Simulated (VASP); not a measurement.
Ir:

```
Ir
1.0
     0.00000    1.92696    1.92696
     1.92696    0.00000    1.92696
     1.92696    1.92696    0.00000
Ir
1
Direct
  0.00000 0.00000 0.00000
```

```yaml
Program: VASP 6.6.1
Task: relaxation of cell and atoms
Functional: PBE
Potentials_or_basis: VASP PAW PBE potentials, release 64 (Ir)
Cutoff: 600 eV
k_mesh: 18 × 18 × 18
Occupations: gaussian, width 0.1 eV
Spin: no spin polarisation
```

At the start: pressure 5.3 GPa; volume 14.31 Å³/atom.

Q: Where does the relaxation end?

A: Over 4 steps the energy falls by 3.4 meV/atom and the volume is 14.52 Å³/atom (+1.5 %); space group Fm-3m (No. 225, to 0.05 Å).

Step by step:
| step | energy change (eV) | largest force (eV/Å) | pressure (GPa) | volume (Å³) |
| --- | --- | --- | --- | --- |
| 1 | 0.0000 | 0.0000 | 5.30 | 14.31 |
| 2 | 0.0390 | 0.0000 | -16.19 | 15.31 |
| 3 | -0.0034 | 0.0000 | -0.10 | 14.53 |
| 4 | -0.0034 | 0.0000 | 0.00 | 14.52 |

Final structure:
```
Ir
1.0
     0.00000    1.93638    1.93638
     1.93638    0.00000    1.93638
     1.93638    1.93638    0.00000
Ir
1
Direct
  0.00000 0.00000 0.00000
```
